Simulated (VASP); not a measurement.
Input of a VASP 6.6.1 run:

The input INCAR:

```
PREC = Accurate
ENCUT = 520
EDIFF = 1E-6
ISMEAR = -1
SIGMA = 0.05
LREAL = False
LASPH = True
NELM = 80
ALGO = Normal
ISIF = 2
LWAVE = False
LCHARG = False
GGA = PS
NBANDS = 28
```

Contents of KPOINTS:

```
regular mesh
0
Gamma
  6 6 6
```

File POSCAR:

```
BaTiO3
1.0
    3.9702100000      0.0000000000      0.0000000000
    0.0000000000      3.9702100000      0.0000000000
    0.0000000000      0.0000000000      3.9702100000
Ba Ti O
1 1 3
Direct
    0.0000000000      0.0000000000      0.0000000000
    0.5000000000      0.5000000000      0.5000000000
    0.5000000000      0.5000000000      0.0000000000
    0.0000000000      0.5000000000      0.5000000000
    0.5000000000      0.0000000000      0.5000000000
```

Potentials or basis: VASP PAW PBE potentials, release 64 (Ba_sv, Ti_sv, O).

The run is started by

```console
$ cat potpaw_PBE.64/Ba_sv/POTCAR potpaw_PBE.64/Ti_sv/POTCAR potpaw_PBE.64/O/POTCAR > POTCAR
$ mpirun -np 1 vasp_std > vasp.out
```

(1) Predict the pressure.

(2) What does it give for the band gap on the k mesh?

Results:

(1) 2.0 GPa.

(2) 1.74 eV, indirect (least direct gap 1.86 eV).

Caveat: the PAW data sets were made with another functional, which shifts forces and pressure a little; spin-orbit coupling is left out, which moves the levels of the heavy elements.
